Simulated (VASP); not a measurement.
Wanted: the native input for a VASP 6.6.1 run.

```
Task                   : single point
Functional             : PBEsol
Potentials or basis    : VASP PAW PBE potentials, release 64 (Cd)
Cutoff                 : 520 eV
k mesh                 : 13 × 13 × 13
Occupations            : gaussian, width 0.3 eV
Spin                   : no spin polarisation
Dipole correction      : no
Further INCAR settings : ALGO = Normal; EDIFF = 1e-07; NBANDS = 12
```

The structure of Cd lies in POSCAR:

```
Cd
1.0
    0.0000000000      2.2181497500      2.1516052575
    2.2181497500      0.0000000000      2.1516052575
    2.2181497500      2.2181497500      0.0000000000
Cd
1
Direct
    0.0000000000      0.0000000000      0.0000000000
```

One way to write it, as run:

INCAR

```
PREC = Accurate ; ENCUT = 520
EDIFF = 1E-7 ; ISMEAR = 0
SIGMA = 0.3 ; LREAL = False
LASPH = True ; NELM = 60
ALGO = Normal ; ISIF = 2
LWAVE = False ; LCHARG = False
GGA = PS ; NBANDS = 12
```

KPOINTS

```
Automatic mesh
0
Gamma
  13 13 13
```

Potentials or basis: VASP PAW PBE potentials, release 64 (Cd).

Launch:

```sh
$ cat potpaw_PBE.64/Cd/POTCAR > POTCAR
$ mpirun -np 1 vasp_std > vasp.out
```

Results of the run:

* Pressure: -0.2 GPa
* Band gap on the k mesh: zero (bands 6 and 7 overlap by 2.40 eV)

Caveat: so wide a smearing shifts energies and pressures; the PAW data sets were made with another functional, which shifts forces and pressure a little.

It took 46 s on 1 thread of Intel Xeon 8259CL, with other jobs on the host, peak memory 0.17 GiB.
